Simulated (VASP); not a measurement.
# Hg (P6_3/mmc) in VASP: notebook

Hg is run at these levels: PBEsol; tasks: single point.

Program: VASP 6.6.1. These are calculated values, not measurements. Logs are shortened: lines on timing, memory, paths and dates and some standing lists are left out, and cuts for length are marked.

### 1 The cell of the first run

Symmetry: P6_3/mmc, No. 194, hexagonal system. The conventional cell has a = 3.265 Å, b = 3.265 Å, c = 4.990 Å, α = 90.00°, β = 90.00°, γ = 120.00°. Hg (site symmetry -6m2) has 12 Hg at 3.13 to 3.26 Å within 4.1 Å.

### 2 Single point, PBEsol

INCAR reads:

```
SYSTEM = Hg
PREC = Accurate ; ENCUT = 550
EDIFF = 1E-6 ; ISMEAR = 0
SIGMA = 0.1 ; LREAL = .False.
LASPH = .True. ; NELM = 120
ALGO = Normal ; ISIF = 2
LWAVE = .False. ; LCHARG = .False.
GGA = PS ; NBANDS = 27
GGA_COMPAT = .False.
```

KPOINTS reads:

```
regular mesh
0
Gamma
  15 15 8
  0 0 0
```

POSCAR reads:

```
Hg
1.0
    3.2645736674      0.0000000000      0.0000000000
   -1.6322868337      2.8272037285      0.0000000000
    0.0000000000      0.0000000000      4.9902315018
Hg
2
Direct
    0.6666666667      0.3333333333      0.7500000000
    0.3333333333      0.6666666667      0.2500000000
```

Potentials or basis: VASP PAW PBE potentials, release 64 (Hg_sv_GW).

Run with:

```
> cat potpaw_PBE.64/Hg_sv_GW/POTCAR > POTCAR
> mpirun -np 1 vasp_std > vasp.out
```

OUTCAR:

```text
SYSTEM = Hg
   PREC = Accurate
   ENCUT = 550
   EDIFF = 1E-6
   ISMEAR = 0
   LREAL = .False.
   LASPH = .True.
   NELM = 120
   ISIF = 2
   GGA = PS

 ion  position               nearest neighbor table
   1  0.667  0.333  0.750-   2 3.13   2 3.13   2 3.13   2 3.13   2 3.13   2 3.13
   2  0.333  0.667  0.250-   1 3.13   1 3.13   1 3.13   1 3.13   1 3.13   1 3.13

  LATTYP: Found a hexagonal cell.
 ALAT       =     3.2645736674
 C/A-ratio  =     1.5286012846

  Lattice vectors:

 A1 = (   3.2645736674,   0.0000000000,   0.0000000000)
 A2 = (  -1.6322868337,   2.8272037285,   0.0000000000)
 A3 = (   0.0000000000,   0.0000000000,   4.9902315018)

Analysis of symmetry for initial positions (statically):
=====================================================================
 Subroutine PRICEL returns:
 Original cell was already a primitive cell.

 Routine SETGRP: Setting up the symmetry group for a
 hexagonal supercell.

 Subroutine GETGRP returns: Found 24 space group operations
 (whereof 12 operations were pure point group operations)
 out of a pool of 24 trial point group operations.

The static configuration has the point symmetry D_3d.
 The point group associated with its full space group is D_6h.

Analysis of symmetry for dynamics (positions and initial velocities):
=====================================================================
 Subroutine PRICEL returns:
 Original cell was already a primitive cell.

 Routine SETGRP: Setting up the symmetry group for a
 hexagonal supercell.

 Subroutine GETGRP returns: Found 24 space group operations
 (whereof 12 operations were pure point group operations)
 out of a pool of 24 trial point group operations.

The dynamic configuration has the point symmetry D_3d.
 The point group associated with its full space group is D_6h.

 Subroutine INISYM returns: Found 24 space group operations
 (whereof 12 operations are pure point group operations),
 and found     1 'primitive' translations

----------------------------------------------------------------------------------------

                                     Primitive cell

  volume of cell :      46.0579

  direct lattice vectors                    reciprocal lattice vectors
     3.264573667  0.000000000  0.000000000     0.306318712  0.176853191  0.000000000
    -1.632286834  2.827203728  0.000000000     0.000000000  0.353706381  0.000000000
     0.000000000  0.000000000  4.990231502     0.000000000  0.000000000  0.200391505

  length of vectors
     3.264573667  3.264573667  4.990231502     0.353706381  0.353706381  0.200391505

  position of ions in fractional coordinates (direct lattice)
     0.666666667  0.333333333  0.750000000
     0.333333333  0.666666667  0.250000000

  ion indices of the primitive-cell ions
   primitive index   ion index
                 1           1
                 2           2

----------------------------------------------------------------------------------------

 KPOINTS: regular mesh

Automatic generation of k-mesh.
 Grid dimensions read from file:
 generate k-points for:   15   15    8

 Generating k-lattice:

  Cartesian coordinates                     Fractional coordinates (reciprocal lattice)
     0.020421247  0.011790213  0.000000000     0.066666667  0.000000000  0.000000000
     0.000000000  0.023580425  0.000000000     0.000000000  0.066666667  0.000000000
     0.000000000  0.000000000  0.025048938     0.000000000  0.000000000  0.125000000

  Length of vectors
     0.023580425  0.023580425  0.025048938

  Shift w.r.t. Gamma in fractional coordinates (k-lattice)
     0.000000000  0.000000000  0.000000000

 Subroutine IBZKPT returns following result:
 ===========================================

 Found    135 irreducible k-points:

 Following reciprocal coordinates:
            Coordinates               Weight
  0.000000  0.000000  0.000000      1.000000
  0.066667  0.000000  0.000000      6.000000
  0.133333  0.000000  0.000000      6.000000
  0.200000  0.000000  0.000000      6.000000
  0.266667  0.000000  0.000000      6.000000
  0.333333  0.000000  0.000000      6.000000
[... 16 lines left out ...]
  0.333333  0.200000  0.000000     12.000000
  0.400000  0.200000  0.000000      6.000000
 [... further k-points ...]
   k-points           NKPTS =    135   k-points in BZ     NKDIM =    135   number of bands    NBANDS=     27
   number of dos      NEDOS =    301   number of ions     NIONS =      2
   total plane-waves  NPLWV =  31360
   dimension x,y,z NGX =    28 NGY =   28 NGZ =   40
   dimension x,y,z NGXF=    56 NGYF=   56 NGZF=   80
   ions per type =               2
   NGX,Y,Z   is equivalent  to a cutoff of  14.26, 14.26, 13.33 a.u.
   NGXF,Y,Z  is equivalent  to a cutoff of  28.52, 28.52, 26.65 a.u.
 SYSTEM =  Hg
   PREC   = accura    normal or accurate (medium, high low for compatibility)
   ISTART =      0    job   : 0-new  1-cont  2-samecut
   ICHARG =      2    charge: 1-file 2-atom 10-const
   ISPIN  =      1    spin polarized calculation?
   LNONCOLLINEAR =      F non collinear calculations
   LSORBIT =      F    spin-orbit coupling
   LASPH  =      T    aspherical Exc in radial PAW
   ENCUT  =  550.0 eV  40.42 Ry    6.36 a.u.   6.24  6.24  9.54*2*pi/ulx,y,z
   NELM   =    120;   NELMIN=  2; NELMDL= -5     # of ELM steps
   EDIFF  = 0.1E-05   stopping-criterion for ELM
   LREAL  =      F    real-space projection
   EDIFFG = 0.1E-04   stopping-criterion for IOM
   NSW    =      0    number of steps for IOM
   IBRION =     -1    ionic relax: 0-MD 1-quasi-New 2-CG
   NFREE  =      0    steps in history (QN), initial steepest desc. (CG)
   ISIF   =      2    stress and relaxation
   ISYM   =      2    0-nonsym 1-usesym 2-fastsym
   POTIM  = 0.5000    time-step for ionic-motion
   TEBEG  =    0.0;   TEEND  =   0.0 temperature during run
   PSTRESS=    0.0 pullay stress
   NELECT =      40.0000    total number of electrons
   NUPDOWN=      -1.0000    fix difference up-down
   EMIN   =  10.00;   EMAX   =-10.00  energy-range for DOS
   EFERMI =   0.00;   METHOD = LEGACY
   ISMEAR =     0;   SIGMA  =   0.10  broadening in eV -4-tet -1-fermi 0-gaus
   EFERMI_NEDOS =   21; number of points for ismear=-14 and -15
   IALGO  =     38    algorithm
   IMIX   =      4    mixing-type and parameters
     AMIX     =   0.40;   BMIX     =  1.00
     AMIX_MAG =   1.60;   BMIX_MAG =  1.00
  volume/ion in A,a.u.               =      23.03       155.41
  Fermi-wavevector in a.u.,A,eV,Ry     =   1.561925  2.951610 33.192889  2.439609
  Thomas-Fermi vector in A             =   2.664918
   LORBIT       =      0    0 simple, 1 ext, 2 COOP (PROOUT), +10 PAW based schemes
   GGA     = PS    functional components
   LHFCALC =     F    Hartree Fock is set to
   AEXX    =    0.0000 exact exchange contribution
   IVDW    =     0    specifies the selected vdW correction
   LEPSILON=     F    determine dielectric tensor
   LRPA    =     F    only Hartree local field effects (RPA)
 non-spin polarized calculation
 Gauss-broadening in eV      SIGMA  =   0.10
  energy-cutoff  :      550.00
  volume of cell :       46.06
 maximum number of plane-waves:      1367
 NGX is ok and might be reduce to    28
   NGX = 13   NGY = 13   NGZ = 19

 number of electron      40.0000011 magnetization

 Free energy of the ion-electron system (eV)
  ---------------------------------------------------
  ext. energy  EPLUGINS =         0.00000000
  ---------------------------------------------------
  free energy    TOTEN  =        -1.12479172 eV

  energy without entropy =       -1.12242603  energy(sigma->0) =       -1.12360887

 E-fermi :   5.9360     XC(G=0): -11.6857

 val. band max:        5.9099270128   @ k =   0.1333   0.0667   0.0000
 cond. band min:       5.9596352083   @ k =   0.4000   0.0667   0.2500
 fundamental gap:      0.0497081955
 Fermi energy:         5.9359798727

 k-point     1 :       0.0000    0.0000    0.0000
  band No.  band energies     occupation
      1    -108.8770      2.00000
      2    -108.8751      2.00000
      3     -57.1957      2.00000
      4     -57.1548      2.00000
      5     -57.1548      2.00000
      6     -57.1449      2.00000
[... 19 lines left out ...]
     26      20.5337      0.00000
     27      20.5420      0.00000

 k-point     2 :       0.0667    0.0000    0.0000
  band No.  band energies     occupation
      1    -108.8769      2.00000
      2    -108.8751      2.00000
      3     -57.1951      2.00000
      4     -57.1557      2.00000
      5     -57.1552      2.00000
      6     -57.1460      2.00000
[... 19 lines left out ...]
     26      21.0427      0.00000
     27      21.0610      0.00000

 k-point     3 :       0.1333    0.0000    0.0000
  band No.  band energies     occupation
      1    -108.8768      2.00000
      2    -108.8751      2.00000
      3     -57.1933      2.00000
      4     -57.1583      2.00000
      5     -57.1562      2.00000
      6     -57.1486      2.00000
[... 19 lines left out ...]
     26      20.5856      0.00000
     27      20.9131      0.00000

 k-point     4 :       0.2000    0.0000    0.0000
  band No.  band energies     occupation
      1    -108.8766      2.00000
      2    -108.8751      2.00000
      3     -57.1907      2.00000
      4     -57.1623      2.00000
      5     -57.1577      2.00000
      6     -57.1530      2.00000
[... 19 lines left out ...]
     26      19.0550      0.00000
     27      20.3147      0.00000

 k-point     5 :       0.2667    0.0000    0.0000
  band No.  band energies     occupation
      1    -108.8764      2.00000
      2    -108.8751      2.00000
      3     -57.1871      2.00000
      4     -57.1665      2.00000
      5     -57.1594      2.00000
      6     -57.1579      2.00000
[... 19 lines left out ...]
     26      18.1903      0.00000
     27      19.5295      0.00000

 k-point     6 :       0.3333    0.0000    0.0000
  band No.  band energies     occupation
      1    -108.8762      2.00000
      2    -108.8751      2.00000
      3     -57.1832      2.00000
      4     -57.1708      2.00000
      5     -57.1626      2.00000
      6     -57.1610      2.00000
[... 444 lines left out ...]
      1    -108.8761      2.00000
      2    -108.8751      2.00000
      3     -57.1821      2.00000
      4     -57.1679      2.00000
      5     -57.1679      2.00000
      6     -57.1582      2.00000
[... 19 lines left out ...]
     26      16.6415      0.00000
     27      17.3728      0.00000

 k-point    22 :       0.2667    0.2000    0.0000
  band No.  band energies     occupation
      1    -108.8759      2.00000
      2    -108.8751      2.00000
      3     -57.1783      2.00000
      4     -57.1714      2.00000
      5     -57.1685      2.00000
      6     -57.1608      2.00000
[... 19 lines left out ...]
     26      15.4508      0.00000
     27      16.8680      0.00000

 k-point    23 :       0.3333    0.2000    0.0000
  band No.  band energies     occupation
      1    -108.8757      2.00000
      2    -108.8752      2.00000
      3     -57.1748      2.00000
      4     -57.1738      2.00000
      5     -57.1679      2.00000
      6     -57.1635      2.00000
[... 19 lines left out ...]
     26      15.0354      0.00000
     27      16.6050      0.00000

 k-point    24 :       0.4000    0.2000    0.0000
  band No.  band energies     occupation
      1    -108.8756      2.00000
      2    -108.8752      2.00000
      3     -57.1747      2.00000
      4     -57.1731      2.00000
      5     -57.1667      2.00000
      6     -57.1656      2.00000
[... 19 lines left out ...]
     26      14.8991      0.00000
     27      16.5196      0.00000

 [... further k-points ...]

------------------------ aborting loop because EDIFF is reached ----------------------------------------

  FORCE on cell =-STRESS in cart. coord.  units (eV):
  Direction    XX          YY          ZZ          XY          YZ          ZX
  --------------------------------------------------------------------------------------
  -------------------------------------------------------------------------------------
  Total        0.2109798      0.2109798      0.2384749      0.0000000     -0.0000000      0.0000000
  in kB        7.3391724      7.3391724      8.2956214      0.0000000     -0.0000000      0.0000000
  external PRESSURE =       7.6579887 kB  Pullay stress =       0.0000000 kB

 VOLUME and BASIS-vectors are now :
 -----------------------------------------------------------------------------
  energy-cutoff  :      550.00
  volume of cell :       46.06
      direct lattice vectors                 reciprocal lattice vectors
     3.264573667  0.000000000  0.000000000     0.306318712  0.176853191  0.000000000
    -1.632286834  2.827203728  0.000000000     0.000000000  0.353706381  0.000000000
     0.000000000  0.000000000  4.990231502     0.000000000  0.000000000  0.200391505

 POSITION                                       TOTAL-FORCE (eV/Angst)
 -----------------------------------------------------------------------------------
      1.63229      0.94240      3.74267         0.000000     -0.000000      0.000000
     -0.00000      1.88480      1.24756        -0.000000      0.000000      0.000000
 -----------------------------------------------------------------------------------
    total drift:                                0.000000     -0.000000      0.000000

  FREE ENERGIE OF THE ION-ELECTRON SYSTEM (eV)
  ---------------------------------------------------
  free  energy   TOTEN  =        -1.1247917166 eV

  energy  without entropy=       -1.1224260280  energy(sigma->0) =       -1.12360887
```

It took 2.1 min on 1 thread of Intel Xeon Platinum 8375C at 2.90GHz (Ice Lake), shared host; peak memory 0.31 GiB.

Results:

```
Free energy            : -1.1248 eV
Pressure               : 0.8 GPa
Band gap on the k mesh : zero (bands 20 and 21 overlap by 0.99 eV)
```

Caveat: the PAW data sets were made with another functional, which shifts forces and pressure a little; spin-orbit coupling is left out, which moves the levels of the heavy elements.

### 3 Single point, PBEsol

This run uses another cell than the first one, of 21.59 Å³/atom.

INCAR reads:

```
SYSTEM = Hg
ALGO = Normal
EDIFF = 1E-6
ENCUT = 550
GGA = PS
GGA_COMPAT = .False.
ISIF = 2
ISMEAR = 0
LASPH = .True.
LCHARG = .False.
LREAL = .False.
LWAVE = .False.
NBANDS = 27
NELM = 120
PREC = Accurate
SIGMA = 0.1
```

KPOINTS reads:

```
k-points
0
Gamma
  15 15 8
  0 0 0
```

POSCAR reads:

```
Hg
1.0
    3.1437520401      0.0000000000      0.0000000000
   -1.5718760200      2.7225691299      0.0000000000
    0.0000000000      0.0000000000      5.0455756623
Hg
2
Direct
    0.6666666667      0.3333333333      0.7500000000
    0.3333333333      0.6666666667      0.2500000000
```

Potentials or basis: VASP PAW PBE potentials, release 64 (Hg_sv_GW).

Run with:

```
> cat potpaw_PBE.64/Hg_sv_GW/POTCAR > POTCAR
> mpirun -np 1 vasp_std > vasp.out
```

OUTCAR:

```text
SYSTEM = Hg
   EDIFF = 1E-6
   ENCUT = 550
   GGA = PS
   ISIF = 2
   ISMEAR = 0
   LASPH = .True.
   LREAL = .False.
   NELM = 120
   PREC = Accurate

 ion  position               nearest neighbor table
   1  0.667  0.333  0.750-   2 3.11   2 3.11   2 3.11   2 3.11   2 3.11   2 3.11
   2  0.333  0.667  0.250-   1 3.11   1 3.11   1 3.11   1 3.11   1 3.11   1 3.11

  LATTYP: Found a hexagonal cell.
 ALAT       =     3.1437520401
 C/A-ratio  =     1.6049534435

  Lattice vectors:
[... 909 lines left out ...]

------------------------ aborting loop because EDIFF is reached ----------------------------------------

  FORCE on cell =-STRESS in cart. coord.  units (eV):
  Direction    XX          YY          ZZ          XY          YZ          ZX
  --------------------------------------------------------------------------------------
  -------------------------------------------------------------------------------------
  Total        1.0178505      1.0178505      1.0177143      0.0000000      0.0000000      0.0000000
  in kB       37.7621459     37.7621459     37.7570908      0.0000000      0.0000000      0.0000000
  external PRESSURE =      37.7604608 kB  Pullay stress =       0.0000000 kB

 VOLUME and BASIS-vectors are now :
 -----------------------------------------------------------------------------
  energy-cutoff  :      550.00
  volume of cell :       43.19
      direct lattice vectors                 reciprocal lattice vectors
     3.143752040  0.000000000  0.000000000     0.318091245  0.183650066  0.000000000
    -1.571876020  2.722569130  0.000000000     0.000000000  0.367300132  0.000000000
     0.000000000  0.000000000  5.045575662     0.000000000  0.000000000  0.198193441

 POSITION                                       TOTAL-FORCE (eV/Angst)
 -----------------------------------------------------------------------------------
      1.57188      0.90752      3.78418        -0.000000      0.000000      0.000000
     -0.00000      1.81505      1.26139         0.000000     -0.000000      0.000000
 -----------------------------------------------------------------------------------
    total drift:                                0.000000     -0.000000      0.000000

  FREE ENERGIE OF THE ION-ELECTRON SYSTEM (eV)
  ---------------------------------------------------
  free  energy   TOTEN  =        -1.0816176518 eV

  energy  without entropy=       -1.0777617427  energy(sigma->0) =       -1.07968970
```

Wall time 63 s (1 thread of Intel Xeon Platinum 8488C (Sapphire Rapids), shared host); peak memory 0.28 GiB.

What came out:

```yaml
Free_energy: -1.0816 eV
Pressure: 3.8 GPa
Band_gap_on_the_k_mesh: zero (bands 20 and 21 overlap by 1.52 eV)
```

Levels at points of the mesh, in eV from the Fermi level:
```csv
k point,band 17,band 18,band 19,band 20,band 21,band 22,band 23,band 24
"(0.00, 0.00, 0.00)",-6.78,-5.92,-5.92,-1.92,-1.15,12.53,12.98,12.98
"(0.00, 0.00, 0.50)",-6.18,-6.18,-6.18,-6.18,7.36,7.36,12.72,12.72
```

Caveat: the cell stands under pressure; the PAW data sets were made with another functional, which shifts forces and pressure a little; spin-orbit coupling is left out, which moves the levels of the heavy elements.

The gap in the log of VASP goes by the Fermi energy; the results here count the filled bands.